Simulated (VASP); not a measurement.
# Rh (Im-3m) in VASP: single point with PBE

Aim: the single point of Rh with PBE.

All numbers are computed with VASP 6.6.1; they aren't measurements. Logs are shortened: lines on timing, memory, paths and dates and some standing lists are left out, and cuts for length are marked.

### 1 The cell of the first run

It takes space group Im-3m (No. 229, cubic). The conventional cell has a = 3.108 Å, b = 3.108 Å, c = 3.108 Å, α = 90.00°, β = 90.00°, γ = 90.00°. Rh (site symmetry m-3m) has 14 Rh at 2.69 to 3.11 Å within 3.5 Å.

### 2 Single point, PBE

File INCAR:

```
SYSTEM = Rh
ALGO = Normal
EDIFF = 1E-6
ENCUT = 500
GGA = PE
GGA_COMPAT = .False.
ISIF = 2
ISMEAR = 0
LASPH = .True.
LCHARG = .False.
LREAL = .False.
LWAVE = .False.
NBANDS = 14
NELM = 120
PREC = Accurate
SIGMA = 0.05
```

File KPOINTS:

```
k-points
0
Gamma
  10 10 10
  0 0 0
```

File POSCAR:

```
Rh
1.0
   -1.5541228907      1.5541228907      1.5541228907
    1.5541228907     -1.5541228907      1.5541228907
    1.5541228907      1.5541228907     -1.5541228907
Rh
1
Direct
    0.0000000000      0.0000000000      0.0000000000
```

Potentials or basis: VASP PAW PBE potentials, release 64 (Rh_pv).

Run with:

```sh
> cat potpaw_PBE.64/Rh_pv/POTCAR > POTCAR
> mpirun -np 1 vasp_std > vasp.out
```

OUTCAR:

```text
SYSTEM = Rh
   EDIFF = 1E-6
   ENCUT = 500
   GGA = PE
   ISIF = 2
   ISMEAR = 0
   LASPH = .True.
   LREAL = .False.
   NELM = 120
   PREC = Accurate

 ion  position               nearest neighbor table
   1  0.000  0.000  0.000-

  LATTYP: Found a body centered cubic cell.
 ALAT       =     3.1082457814

  Lattice vectors:

 A1 = (  -1.5541228907,   1.5541228907,   1.5541228907)
 A2 = (   1.5541228907,  -1.5541228907,   1.5541228907)
 A3 = (   1.5541228907,   1.5541228907,  -1.5541228907)

Analysis of symmetry for initial positions (statically):
=====================================================================
 Subroutine PRICEL returns:
 Original cell was already a primitive cell.

 Routine SETGRP: Setting up the symmetry group for a
 body centered cubic supercell.

 Subroutine GETGRP returns: Found 48 space group operations
 (whereof 48 operations were pure point group operations)
 out of a pool of 48 trial point group operations.

The static configuration has the point symmetry O_h .

Analysis of symmetry for dynamics (positions and initial velocities):
=====================================================================
 Subroutine PRICEL returns:
 Original cell was already a primitive cell.

 Routine SETGRP: Setting up the symmetry group for a
 body centered cubic supercell.

 Subroutine GETGRP returns: Found 48 space group operations
 (whereof 48 operations were pure point group operations)
 out of a pool of 48 trial point group operations.

The dynamic configuration has the point symmetry O_h .

 Subroutine INISYM returns: Found 48 space group operations
 (whereof 48 operations are pure point group operations),
 and found     1 'primitive' translations

----------------------------------------------------------------------------------------

                                     Primitive cell

  volume of cell :      15.0147

  direct lattice vectors                    reciprocal lattice vectors
    -1.554122891  1.554122891  1.554122891     0.000000000  0.321724880  0.321724880
     1.554122891 -1.554122891  1.554122891     0.321724880  0.000000000  0.321724880
     1.554122891  1.554122891 -1.554122891     0.321724880  0.321724880  0.000000000

  length of vectors
     2.691819808  2.691819808  2.691819808     0.454987688  0.454987688  0.454987688

  position of ions in fractional coordinates (direct lattice)
     0.000000000  0.000000000  0.000000000

  ion indices of the primitive-cell ions
   primitive index   ion index
                 1           1

----------------------------------------------------------------------------------------

 KPOINTS: k-points

Automatic generation of k-mesh.
 Grid dimensions read from file:
 generate k-points for:   10   10   10

 Generating k-lattice:

  Cartesian coordinates                     Fractional coordinates (reciprocal lattice)
     0.000000000  0.032172488  0.032172488     0.100000000  0.000000000  0.000000000
     0.032172488  0.000000000  0.032172488     0.000000000  0.100000000  0.000000000
     0.032172488  0.032172488  0.000000000     0.000000000  0.000000000  0.100000000

  Length of vectors
     0.045498769  0.045498769  0.045498769

  Shift w.r.t. Gamma in fractional coordinates (k-lattice)
     0.000000000  0.000000000  0.000000000

 Subroutine IBZKPT returns following result:
 ===========================================

 Found     47 irreducible k-points:

 Following reciprocal coordinates:
            Coordinates               Weight
  0.000000  0.000000  0.000000      1.000000
  0.100000  0.000000  0.000000     12.000000
  0.200000  0.000000  0.000000     12.000000
  0.300000  0.000000  0.000000     12.000000
  0.400000  0.000000  0.000000     12.000000
  0.500000  0.000000  0.000000      6.000000
[... 16 lines left out ...]
  0.300000  0.300000  0.100000      8.000000
 -0.300000  0.300000  0.100000     24.000000
 [... further k-points ...]
   k-points           NKPTS =     47   k-points in BZ     NKDIM =     47   number of bands    NBANDS=     14
   number of dos      NEDOS =    301   number of ions     NIONS =      1
   total plane-waves  NPLWV =   8000
   dimension x,y,z NGX =    20 NGY =   20 NGZ =   20
   dimension x,y,z NGXF=    40 NGYF=   40 NGZF=   40
   ions per type =               1
   NGX,Y,Z   is equivalent  to a cutoff of  12.35, 12.35, 12.35 a.u.
   NGXF,Y,Z  is equivalent  to a cutoff of  24.70, 24.70, 24.70 a.u.
 SYSTEM =  Rh
   PREC   = accura    normal or accurate (medium, high low for compatibility)
   ISTART =      0    job   : 0-new  1-cont  2-samecut
   ICHARG =      2    charge: 1-file 2-atom 10-const
   ISPIN  =      1    spin polarized calculation?
   LNONCOLLINEAR =      F non collinear calculations
   LSORBIT =      F    spin-orbit coupling
   LASPH  =      T    aspherical Exc in radial PAW
   ENCUT  =  500.0 eV  36.75 Ry    6.06 a.u.   4.91  4.91  4.91*2*pi/ulx,y,z
   NELM   =    120;   NELMIN=  2; NELMDL= -5     # of ELM steps
   EDIFF  = 0.1E-05   stopping-criterion for ELM
   LREAL  =      F    real-space projection
   EDIFFG = 0.1E-04   stopping-criterion for IOM
   NSW    =      0    number of steps for IOM
   IBRION =     -1    ionic relax: 0-MD 1-quasi-New 2-CG
   NFREE  =      0    steps in history (QN), initial steepest desc. (CG)
   ISIF   =      2    stress and relaxation
   ISYM   =      2    0-nonsym 1-usesym 2-fastsym
   POTIM  = 0.5000    time-step for ionic-motion
   TEBEG  =    0.0;   TEEND  =   0.0 temperature during run
   PSTRESS=    0.0 pullay stress
   NELECT =      15.0000    total number of electrons
   NUPDOWN=      -1.0000    fix difference up-down
   EMIN   =  10.00;   EMAX   =-10.00  energy-range for DOS
   EFERMI =   0.00;   METHOD = LEGACY
   ISMEAR =     0;   SIGMA  =   0.05  broadening in eV -4-tet -1-fermi 0-gaus
   EFERMI_NEDOS =   21; number of points for ismear=-14 and -15
   IALGO  =     38    algorithm
   IMIX   =      4    mixing-type and parameters
     AMIX     =   0.40;   BMIX     =  1.00
     AMIX_MAG =   1.60;   BMIX_MAG =  1.00
  volume/ion in A,a.u.               =      15.01       101.32
  Fermi-wavevector in a.u.,A,eV,Ry     =   1.636565  3.092659 36.441091  2.678345
  Thomas-Fermi vector in A             =   2.727850
   LORBIT       =      0    0 simple, 1 ext, 2 COOP (PROOUT), +10 PAW based schemes
   GGA     = PE    functional components
   LHFCALC =     F    Hartree Fock is set to
   AEXX    =    0.0000 exact exchange contribution
   IVDW    =     0    specifies the selected vdW correction
   LEPSILON=     F    determine dielectric tensor
   LRPA    =     F    only Hartree local field effects (RPA)
 non-spin polarized calculation
 Gauss-broadening in eV      SIGMA  =   0.05
  energy-cutoff  :      500.00
  volume of cell :       15.01
 maximum number of plane-waves:       394
   NGX =  9   NGY =  9   NGZ =  9

 number of electron      15.0000007 magnetization

 Free energy of the ion-electron system (eV)
  ---------------------------------------------------
  ext. energy  EPLUGINS =         0.00000000
  ---------------------------------------------------
  free energy    TOTEN  =        -6.89910808 eV

  energy without entropy =       -6.89539483  energy(sigma->0) =       -6.89725146

 E-fermi :  10.2141     XC(G=0): -13.4494

 val. band max:       10.1860398929   @ k =   0.3000   0.2000   0.2000
 cond. band min:      10.2477806685   @ k =  -0.2000   0.2000   0.1000
 fundamental gap:      0.0617407756
 Fermi energy:        10.2141186403

 k-point     1 :       0.0000    0.0000    0.0000
  band No.  band energies     occupation
      1     -35.7011      2.00000
      2     -35.7011      2.00000
      3     -35.7011      2.00000
      4       3.0485      2.00000
      5       7.6195      2.00000
      6       7.6195      2.00000
      7       7.6195      2.00000
      8       9.8337      2.00000
      9       9.8337      2.00000
     10      28.5768      0.00000
     11      28.5768      0.00000
     12      28.5768      0.00000
     13      31.4629      0.00000
     14      37.7554      0.00000

 k-point     2 :       0.1000    0.0000    0.0000
  band No.  band energies     occupation
      1     -35.7553      2.00000
      2     -35.7193      2.00000
      3     -35.7010      2.00000
      4       3.4341      2.00000
      5       7.4729      2.00000
      6       7.6159      2.00000
      7       7.9190      2.00000
      8       9.6670      2.00000
      9       9.8451      2.00000
     10      28.5573      0.00000
     11      28.6594      0.00000
     12      29.1061      0.00000
     13      31.4626      0.00000
     14      35.4608      0.00000

 k-point     3 :       0.2000    0.0000    0.0000
  band No.  band energies     occupation
      1     -35.8955      2.00000
      2     -35.7667      2.00000
      3     -35.7007      2.00000
      4       4.4072      2.00000
      5       7.1087      2.00000
      6       7.6291      2.00000
      7       8.7630      2.00000
      8       9.4591      2.00000
      9       9.8908      2.00000
     10      27.3016      0.00000
     11      28.1075      0.00000
     12      30.5419      0.00000
     13      31.4614      0.00000
     14      34.4976      0.00000

 k-point     4 :       0.3000    0.0000    0.0000
  band No.  band energies     occupation
      1     -36.0658      2.00000
      2     -35.8249      2.00000
      3     -35.7005      2.00000
      4       5.1285      2.00000
      5       6.6922      2.00000
      6       8.3296      2.00000
      7       9.5430      2.00000
      8       9.9647      2.00000
      9       9.9811      2.00000
     10      24.1026      0.00000
     11      26.5414      0.00000
     12      31.4620      0.00000
     13      31.5808      0.00000
     14      32.4488      0.00000

 k-point     5 :       0.4000    0.0000    0.0000
  band No.  band energies     occupation
      1     -36.2012      2.00000
      2     -35.8716      2.00000
      3     -35.7002      2.00000
      4       5.0703      2.00000
      5       6.3781      2.00000
      6       9.6242      2.00000
      7      10.0844      1.99976
      8      10.3430      0.00027
      9      11.1314      0.00000
     10      20.6351      0.00000
     11      25.1916      0.00000
[... 276 lines left out ...]
 k-point    22 :      -0.2000    0.2000    0.1000
  band No.  band energies     occupation
      1     -35.8949      2.00000
      2     -35.7858      2.00000
      3     -35.7452      2.00000
      4       4.7479      2.00000
      5       7.3859      2.00000
      6       7.6676      2.00000
      7       8.6798      2.00000
      8       8.8667      2.00000
      9      10.2478      0.34104
     10      27.4747      0.00000
     11      28.3318      0.00000
     12      30.3457      0.00000
     13      31.4605      0.00000
     14      32.0700      0.00000

 k-point    23 :       0.3000    0.3000    0.1000
  band No.  band energies     occupation
      1     -36.0490      2.00000
      2     -36.0490      2.00000
      3     -35.8164      2.00000
      4       6.0886      2.00000
      5       7.2376      2.00000
      6       7.2376      2.00000
      7      10.1214      1.99128
      8      10.1214      1.99128
      9      18.7757      0.00000
     10      18.7757      0.00000
     11      19.0743      0.00000
     12      24.5235      0.00000
     13      31.4661      0.00000
     14      36.0114      0.00000

 k-point    24 :      -0.3000    0.3000    0.1000
  band No.  band energies     occupation
      1     -36.0583      2.00000
      2     -35.8447      2.00000
      3     -35.7428      2.00000
      4       5.4474      2.00000
      5       6.9983      2.00000
      6       7.8735      2.00000
      7       9.1327      2.00000
      8       9.8900      2.00000
      9      10.5839      0.00000
     10      24.3072      0.00000
     11      26.8082      0.00000
     12      29.7536      0.00000
     13      31.4629      0.00000
     14      33.2984      0.00000

 [... further k-points ...]

------------------------ aborting loop because EDIFF is reached ----------------------------------------

  FORCE on cell =-STRESS in cart. coord.  units (eV):
  Direction    XX          YY          ZZ          XY          YZ          ZX
  --------------------------------------------------------------------------------------
  -------------------------------------------------------------------------------------
  Total       -0.7268748     -0.7268748     -0.7268748     -0.0000000     -0.0000000      0.0000000
  in kB      -77.5629129    -77.5629129    -77.5629129     -0.0000000     -0.0000000      0.0000000
  external PRESSURE =     -77.5629129 kB  Pullay stress =       0.0000000 kB

 VOLUME and BASIS-vectors are now :
 -----------------------------------------------------------------------------
  energy-cutoff  :      500.00
  volume of cell :       15.01
      direct lattice vectors                 reciprocal lattice vectors
    -1.554122891  1.554122891  1.554122891     0.000000000  0.321724880  0.321724880
     1.554122891 -1.554122891  1.554122891     0.321724880  0.000000000  0.321724880
     1.554122891  1.554122891 -1.554122891     0.321724880  0.321724880  0.000000000

 POSITION                                       TOTAL-FORCE (eV/Angst)
 -----------------------------------------------------------------------------------
      0.00000      0.00000      0.00000         0.000000      0.000000      0.000000
 -----------------------------------------------------------------------------------
    total drift:                                0.000000     -0.000000      0.000000

  FREE ENERGIE OF THE ION-ELECTRON SYSTEM (eV)
  ---------------------------------------------------
  free  energy   TOTEN  =        -6.8991080799 eV

  energy  without entropy=       -6.8953948302  energy(sigma->0) =       -6.89725146
```

It took 14 s on 1 thread of AMD EPYC 7R43 (Zen 3), shared host; peak memory 0.09 GiB.

What came out:

```yaml
Free_energy: -6.8991 eV
Pressure: -7.8 GPa
```

Levels at points of the mesh, in eV from the Fermi level:
| k point | band 5 | band 6 | band 7 | band 8 | band 9 | band 10 | band 11 | band 12 |
| --- | --- | --- | --- | --- | --- | --- | --- | --- |
| (0.00, 0.00, 0.00) | -2.59 | -2.59 | -2.59 | -0.38 | -0.38 | 18.36 | 18.36 | 18.36 |
| (0.50, 0.00, 0.00) | -3.95 | -0.45 | -0.08 | 1.38 | 1.43 | 8.63 | 14.48 | 17.73 |
| (0.50, 0.50, 0.50) | -5.20 | 0.98 | 0.98 | 0.98 | 9.15 | 9.15 | 9.15 | 18.20 |
